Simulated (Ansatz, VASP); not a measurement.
# ZnRe: VASP beside Ansatz

Contents of INCAR:

```
SYSTEM = ZnRe
ALGO = Normal ; EDIFF = 1E-6
ENCUT = 520 ; GGA = PS
ISIF = 2 ; ISMEAR = 0
LASPH = .True. ; LCHARG = .True.
LELF = .True. ; LREAL = .False.
LVHAR = .True. ; LWAVE = .False.
NBANDS = 16 ; NELM = 100
PREC = Accurate ; SIGMA = 0.15
```

KPOINTS

```
k-points
0
Gamma
  21 21 10
  0 0 0
```

Contents of POSCAR:

```
ZnRe
1.0
    2.7482183437      0.0000000000      0.0000000000
   -1.3741091718      2.3800269008      0.0000000000
    0.0000000000      0.0000000000      4.4940660000
Zn Re
1 1
Direct
    0.0000000000      0.0000000000      0.0000000000
    0.3697205441      0.7030538774      0.5000000000
```

Input for Ansatz:

```yaml
crystal:
  lattice:
    - [2.7482183437, 0.0, 0.0]
    - [-1.3741091718, 2.3800269008, 0.0]
    - [0.0, 0.0, 4.494066]
  atoms:
    - { symbol: Zn, position: [0.0, 0.0, 0.0] }
    - { symbol: Re, position: [0.3697205441, 0.7030538774, 0.5] }
basis:
  ecutwfc: 420
kpoints:
  mp_grid: { grid: [21, 21, 10] }
hamiltonian:
  xc: pbesol
scf:
  occupations: { method: gaussian, width: 0.15 }
output:
  forces: true
  stress: true
  eigenvalues: true
```

Change from the starting cell: all Re atoms moved -0.100 Å, as atom 2 towards its neighbour atom 2 (Re) at 2.748 Å.

Alike in both runs: task single point; functional PBEsol; k mesh 21 × 21 × 10; occupations gaussian, width 0.15 eV; no spin polarisation.

```csv
,VASP,Ansatz
version,VASP 6.6.1,Ansatz 0.2.0
potentials or method,"VASP PAW PBE potentials, release 64 (Zn, Re), cutoff 520 eV","scalar-relativistic, plane waves, PAW"
valence electrons in the cell,19,27
```

```tsv
	VASP	Ansatz	Ansatz less VASP
gap on the k mesh at the Fermi level (eV)	none	none	-
pressure (GPa)	-9.0	-9.1	-0.13
traceless stress, the component that is largest in VASP (GPa)	-0.72	-0.57	+0.146
rms of the force components (eV/Å)	0.100	0.099	-0.0005
```

VASP's potentials were made for PBE, not for PBEsol. Atom by atom the forces differ by 0.001 eV/Å (rms over components). A gap of «none» marks a metal or a gap that the smearing closes. With one functional, cell and mesh, what is left measures potentials, basis and numerics. VASP's potentials hold 19 valence electrons a cell and Ansatz's 27, so a difference there can come from the potentials and not from the codes.

Spin-orbit coupling is off throughout.
